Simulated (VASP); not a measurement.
Here is a VASP 6.6.1 calculation.

Contents of POSCAR:

```
Si
1.0
   -1.6588457136     -1.6588457136      1.2763369320
   -1.6588457136      1.6588457136      1.2763369320
   -3.3176914272      0.0000000000     -2.5526738641
Si
2
Direct
    0.4968454922      0.4968454922      0.5059435893
    0.0031545078      0.0031545078     -0.0059435893
```

File INCAR.step1:

```
SYSTEM = Si
ALGO     = Normal         ! electronic algorithm
EDIFF    = 1E-4           ! SCF threshold, eV
ENCUT    = 520            ! plane-wave cutoff, eV
GGA      = PE             ! functional
ISMEAR   = 0              ! smearing method
LASPH    = .True.         ! aspherical terms in the spheres
LCHARG   = .False.        ! write CHGCAR
LREAL    = .False.        ! projectors in reciprocal space
LWAVE    = .True.         ! write WAVECAR
NBANDS   = 11             ! bands
NELM     = 100            ! most SCF steps
PREC     = Accurate       ! precision mode
SIGMA    = 0.15           ! smearing width, eV
```

INCAR.step2

```
SYSTEM = Si
ALGO     = Normal         ! electronic algorithm
EDIFF    = 1E-6           ! SCF threshold, eV
ENCUT    = 520            ! plane-wave cutoff, eV
ISIF     = 2              ! what is computed and relaxed
ISMEAR   = 0              ! smearing method
ISTART   = 1            
LASPH    = .True.         ! aspherical terms in the spheres
LCHARG   = .False.        ! write CHGCAR
LMIXTAU  = .True.       
LREAL    = .False.        ! projectors in reciprocal space
LWAVE    = .False.        ! write WAVECAR
METAGGA  = R2SCAN         ! meta-GGA
NBANDS   = 11             ! bands
NELM     = 100            ! most SCF steps
PREC     = Accurate       ! precision mode
SIGMA    = 0.15           ! smearing width, eV
```

Contents of KPOINTS:

```
k-points
0
Gamma
  24 24 16
  0 0 0
```

Potentials or basis: VASP PAW PBE potentials, release 64 (Si).

Run with:

```sh
$ cat potpaw_PBE.64/Si/POTCAR > POTCAR
$ cp INCAR.step1 INCAR
$ mpirun -np 1 vasp_std > vasp.out
$ cp INCAR.step2 INCAR
$ mpirun -np 1 vasp_std > vasp.out
```

Problem. What does it give for the band gap on the k mesh?

Solution. Zero (bands 4 and 5 overlap by 8.95 eV).

Problem. Predict the largest force.

Solution. 0.266 eV/Å.

Problem. What does it give for the pressure?

Solution. 0.3 GPa.

Stress tensor (GPa, compression positive):
```
-0.06  0.00 -0.17
 0.00  0.06  0.00
-0.17  0.00  0.94
```

Caveat: the cell differs from its parent crystal (atoms displaced along a vibrational mode); the PAW data sets were made with another functional, which shifts forces and pressure a little.
